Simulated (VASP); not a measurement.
# CoO: single point with PBE

Crystal: CoO.

```
CELL_PARAMETERS angstrom
0.00000 2.13150 2.13150
2.13150 0.00000 2.13150
2.13150 2.13150 0.00000
ATOMIC_POSITIONS crystal
Co 0.00000 0.00000 0.00000
O 0.50000 0.50000 0.50000
```

```json
{
  "Program": "VASP 6.6.1",
  "Task": "single point",
  "Functional": "PBE",
  "Potentials or basis": "VASP PAW PBE potentials, release 64 (Co, O)",
  "Cutoff": "520 eV",
  "k mesh": "9 × 9 × 9",
  "Occupations": "fermi-dirac, width 0.05 eV",
  "Spin": "collinear spin, ferromagnetic start",
  "Starting moments": "[3.0, 0.0] μB",
  "Fixed moment": "3 μB",
  "Dipole correction": "no",
  "Further INCAR settings": "ALGO = Normal; EDIFF = 1e-07; NBANDS = 18"
}
```

The pressure is -1.5 GPa, the net moment is 3.00 μB per cell and the site moments are Co +2.62; O +0.33 μB. The valence electrons inside the program's atomic spheres are Co 7.78; O 4.98.

Run time: 72 s on 1 thread of AMD EPYC 7R13 (shared host), peak memory 0.13 GiB.

Caveat: the total moment is fixed, so each spin has its own Fermi level; a cell with one magnetic atom can't hold antiferromagnetic order, which such compounds often take.
